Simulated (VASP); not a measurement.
# BAs (F-43m) in VASP: a series of runs

The runs below take BAs through vibrations by perturbation theory, density of states, with PBE.

Program: VASP 6.6.1. These are calculated values, not measurements. Logs are shortened: lines on timing, memory, paths and dates and some standing lists are left out, and cuts for length are marked.

**1. The cell of the first run**

Symmetry: F-43m, No. 216, cubic system. The conventional cell has a = 4.445 Å, b = 4.445 Å, c = 4.445 Å, α = 90.00°, β = 90.00°, γ = 90.00°. B (site symmetry -43m) has 4 As at 1.92 Å within 2.6 Å. As (site symmetry -43m) has 4 B at 1.92 Å within 2.6 Å.

**2. Vibrations by perturbation theory, PBE**

The input, INCAR:

```
  PREC = Accurate
  ENCUT = 520
  EDIFF = 1E-8
  ISMEAR = 0
  SIGMA = 0.01
  LREAL = F
  LASPH = T
  NELM = 80
  ALGO = Normal
  ISIF = 2
  LWAVE = F
  LCHARG = T
  GGA = PE
  NBANDS = 11
  IBRION = 8
  NSW = 1
  LEPSILON = T
```

The input, KPOINTS:

```
Automatic mesh
0
Gamma
  10 10 10
```

The input, POSCAR:

```
BAs
1.0
    0.0000000000      2.2225854419      2.2225854419
    2.2225854419      0.0000000000      2.2225854419
    2.2225854419      2.2225854419      0.0000000000
B As
1 1
Direct
    0.0000000000      0.0000000000      0.0000000000
    0.7500000000      0.7500000000      0.7500000000
```

Potentials or basis: VASP PAW PBE potentials, release 64 (B, As).

The run is started by

```console
> cat potpaw_PBE.64/B/POTCAR potpaw_PBE.64/As/POTCAR > POTCAR
> mpirun -np 1 vasp_std > vasp.out
```

OUTCAR:

```text
PREC = Accurate
   ENCUT = 520
   EDIFF = 1E-8
   ISMEAR = 0
   LREAL = F
   LASPH = T
   NELM = 80
   ISIF = 2
   GGA = PE
   IBRION = 8
   NSW = 1
   LEPSILON = T

 ion  position               nearest neighbor table
   1  0.000  0.000  0.000-   2 1.92   2 1.92   2 1.92   2 1.92
   2  0.750  0.750  0.750-   1 1.92   1 1.92   1 1.92   1 1.92

  LATTYP: Found a face centered cubic cell.
 ALAT       =     4.4451708838

  Lattice vectors:

 A1 = (   0.0000000000,   2.2225854419,   2.2225854419)
 A2 = (   2.2225854419,   0.0000000000,   2.2225854419)
 A3 = (   2.2225854419,   2.2225854419,   0.0000000000)

Analysis of symmetry for initial positions (statically):
=====================================================================
 Subroutine PRICEL returns:
 Original cell was already a primitive cell.

 Routine SETGRP: Setting up the symmetry group for a
 face centered cubic supercell.

 Subroutine GETGRP returns: Found 24 space group operations
 (whereof 24 operations were pure point group operations)
 out of a pool of 48 trial point group operations.

The static configuration has the point symmetry T_d .

Analysis of symmetry for dynamics (positions and initial velocities):
=====================================================================
 Subroutine PRICEL returns:
 Original cell was already a primitive cell.

 Routine SETGRP: Setting up the symmetry group for a
 face centered cubic supercell.

 Subroutine GETGRP returns: Found 24 space group operations
 (whereof 24 operations were pure point group operations)
 out of a pool of 48 trial point group operations.

The dynamic configuration has the point symmetry T_d .

 Subroutine INISYM returns: Found 24 space group operations
 (whereof 24 operations are pure point group operations),
 and found     1 'primitive' translations

----------------------------------------------------------------------------------------

                                     Primitive cell

  volume of cell :      21.9586

  direct lattice vectors                    reciprocal lattice vectors
     0.000000000  2.222585442  2.222585442    -0.224963230  0.224963230  0.224963230
     2.222585442  0.000000000  2.222585442     0.224963230 -0.224963230  0.224963230
     2.222585442  2.222585442  0.000000000     0.224963230  0.224963230 -0.224963230

  length of vectors
     3.143210475  3.143210475  3.143210475     0.389647744  0.389647744  0.389647744

  position of ions in fractional coordinates (direct lattice)
     0.000000000  0.000000000  0.000000000
     0.750000000  0.750000000  0.750000000

  ion indices of the primitive-cell ions
   primitive index   ion index
                 1           1
                 2           2

----------------------------------------------------------------------------------------

 KPOINTS: Automatic mesh

Automatic generation of k-mesh.
 Grid dimensions read from file:
 generate k-points for:   10   10   10

 Generating k-lattice:

  Cartesian coordinates                     Fractional coordinates (reciprocal lattice)
    -0.022496323  0.022496323  0.022496323     0.100000000  0.000000000  0.000000000
[... 484 lines left out ...]
  ---------------------------------------------------
  ---------------------------------------------------
  free energy    TOTEN  =        -0.53405905 eV

  energy without entropy =       -0.53405905

------------------------ aborting loop because EDIFF is reached ----------------------------------------

--------------------------------------- Ionic step        2  -------------------------------------------

------------------------ aborting loop because EDIFF is reached ----------------------------------------

--------------------------------------- Ionic step        3  -------------------------------------------

------------------------ aborting loop because EDIFF is reached ----------------------------------------

 PIEZOELECTRIC TENSOR FIELD DIRECTION 3  (e Angst)
 -----------------------------------------------------------------------------
    -0.00056 -0.55287  0.00000           ( -0.00000 -0.09734  0.00000)
    -0.55287 -0.00056  0.00000           ( -0.09734 -0.00000  0.00000)
     0.00000  0.00000  0.00027           (  0.00000  0.00000 -0.00000)

 PIEZOELECTRIC TENSOR FIELD DIRECTION 3  (C/m^2)
 -----------------------------------------------------------------------------
    -0.00041 -0.40339  0.00000
    -0.40339 -0.00041  0.00000
     0.00000  0.00000  0.00020

--------------------------------------- Ionic step        4  -------------------------------------------

------------------------ aborting loop because EDIFF is reached ----------------------------------------

[... ionic steps 5 to 6 ...]

--------------------------------------- Ionic step        7  -------------------------------------------

 Free energy of the ion-electron system (eV)
  ---------------------------------------------------
  ---------------------------------------------------
  free energy    TOTEN  =        -0.03527816 eV

  energy without entropy =       -0.03527816

------------------------ aborting loop because EDIFF is reached ----------------------------------------

 INTERNAL STRAIN TENSOR  FOR ION    2  DIRECTION 1   (eV/Angst):
 -----------------------------------------------------------------------------
    -0.01036  0.00000  0.00000
     0.00000  0.00745 18.62311
     0.00000 18.62311  0.00745

 MACROSCOPIC STATIC DIELECTRIC TENSOR (including local field effects in DFT)
 ------------------------------------------------------
           9.277302     0.000000    -0.000000
           0.000000     9.277302     0.000000
          -0.000000    -0.000000     9.277302
 ------------------------------------------------------

 PIEZOELECTRIC TENSOR (including local field effects)  for field in x, y, z        (e  Angst)
          XX          YY          ZZ          XY          YZ          ZX
  --------------------------------------------------------------------------------
  x     0.00000    -0.00000    -0.00000     0.00000    -0.54852     0.00000
  y    -0.00000    -0.00000     0.00000     0.00000     0.00000    -0.54852
  z     0.00000     0.00000     0.00000    -0.54852     0.00000     0.00000

 PIEZOELECTRIC TENSOR (including local field effects)  for field in x, y, z        (C/m^2)
          XX          YY          ZZ          XY          YZ          ZX
  --------------------------------------------------------------------------------
  x     0.00000    -0.00000    -0.00000     0.00000    -0.40022     0.00000
  y    -0.00000    -0.00000     0.00000     0.00000     0.00000    -0.40022
  z     0.00000     0.00000     0.00000    -0.40022     0.00000     0.00000

 BORN EFFECTIVE CHARGES (including local field effects) (in |e|, cummulative output)
 ---------------------------------------------------------------------------------
 ion    1
    1    -1.16836     0.00000     0.00000
    2     0.00000    -1.16836     0.00000
    3     0.00000     0.00000    -1.16836
 ion    2
    1     1.16836     0.00000     0.00000
    2     0.00000     1.16836     0.00000
    3     0.00000    -0.00000     1.16836

 INTERNAL STRAIN TENSOR FOR ION    2 for displacements in x,y,z  (eV/Angst):
          X           Y           Z          XY          YZ          ZX
  --------------------------------------------------------------------------------
  x    -0.00000     0.00000     0.00000     0.00000    18.62311     0.00000
  y     0.00000     0.00000     0.00000     0.00000     0.00000    18.62311
  z     0.00000     0.00000    -0.00000    18.62311     0.00000     0.00000

 SECOND DERIVATIVES (NOT SYMMETRIZED)
 ------------------------------------
               1X          1Y          1Z          2X          2Y          2Z
  1X   -25.778523    0.000000    0.000000   25.778523    0.000000    0.000000
  1Y     0.000000  -25.778523    0.000000    0.000000   25.778523    0.000000
  1Z     0.000000    0.000000  -25.778523    0.000000    0.000000   25.778523
  2X    25.778145    0.000000    0.000000  -25.778145    0.000000    0.000000
  2Y     0.000000   25.778145    0.000000    0.000000  -25.778145    0.000000
  2Z     0.000000    0.000000   25.778145    0.000000    0.000000  -25.778145

 Eigenvectors and eigenvalues of the dynamical matrix
 ----------------------------------------------------

   1 f  =   25.823537 THz   162.254071 2PiTHz  861.380492 cm-1   106.797522 meV
             X         Y         Z           dx          dy          dz
      0.000000  0.000000  0.000000    -0.000000   -0.000000   -0.934827
      3.333878  3.333878  3.333878     0.000000   -0.000000    0.355104
[... 21 lines left out ...]
   6 f/i=    0.000063 THz     0.000394 2PiTHz    0.002093 cm-1     0.000260 meV
             X         Y         Z           dx          dy          dz
      0.000000  0.000000  0.000000    -0.350199   -0.027166   -0.052170
      3.333878  3.333878  3.333878    -0.921914   -0.071515   -0.137338

--------------------------------------------------------------------------------------------------------

 MACROSCOPIC STATIC DIELECTRIC TENSOR IONIC CONTRIBUTION
 ------------------------------------------------------
           0.436371    -0.000000    -0.000000
          -0.000000     0.436371    -0.000000
          -0.000000    -0.000000     0.436371
 ------------------------------------------------------

 ELASTIC MODULI CONTR FROM IONIC RELAXATION (kBar)
 Direction    XX          YY          ZZ          XY          YZ          ZX
 --------------------------------------------------------------------------------
 XX          -0.0000     -0.0000      0.0000     -0.0000      0.0000     -0.0000
 YY          -0.0000     -0.0000     -0.0000     -0.0000     -0.0000     -0.0000
 ZZ           0.0000     -0.0000     -0.0000      0.0000     -0.0000     -0.0000
 XY          -0.0000     -0.0000      0.0000  -1006.3941      0.0000     -0.0000
 YZ           0.0000     -0.0000     -0.0000      0.0000  -1006.3941      0.0000
 ZX          -0.0000     -0.0000     -0.0000     -0.0000      0.0000  -1006.3941
 --------------------------------------------------------------------------------

 PIEZOELECTRIC TENSOR IONIC CONTR  for field in x, y, z        (C/m^2)
          XX          YY          ZZ          XY          YZ          ZX
  --------------------------------------------------------------------------------
  x    -0.00000     0.00000     0.00000    -0.00000     0.62357    -0.00000
  y     0.00000     0.00000     0.00000     0.00000    -0.00000     0.62357
  z     0.00000     0.00000    -0.00000     0.62357    -0.00000    -0.00000
```

It took 1.8 min on 1 thread of Intel Xeon Platinum 8559C (Emerald Rapids), shared host; peak memory 0.23 GiB.

What came out:

```
Electronic dielectric tensor (diagonal)                 : 9.28
Born charges (mean of the diagonal)                     : B -1.17; As +1.17 e
Highest phonon frequency at Γ, LO-TO splitting left out : 861 cm⁻¹
```

Phonon frequencies in cm⁻¹ (negative: imaginary):
| q point | frequencies |
| --- | --- |
| (0.000, 0.000, 0.000) | 0 0 0 861 861 861 |

Electronic dielectric tensor:
```
9.28 0.00 0.00
0.00 9.28 0.00
0.00 0.00 9.28
```

Born effective charge tensors (e):
atom 1, B
```
-1.17  0.00  0.00
 0.00 -1.17  0.00
 0.00  0.00 -1.17
```
atom 2, As
```
1.17 0.00 0.00
0.00 1.17 0.00
0.00 0.00 1.17
```

Caveat: the cell wasn't relaxed at this level first, which shifts response properties.

(Part 1 of 3 ends here.)
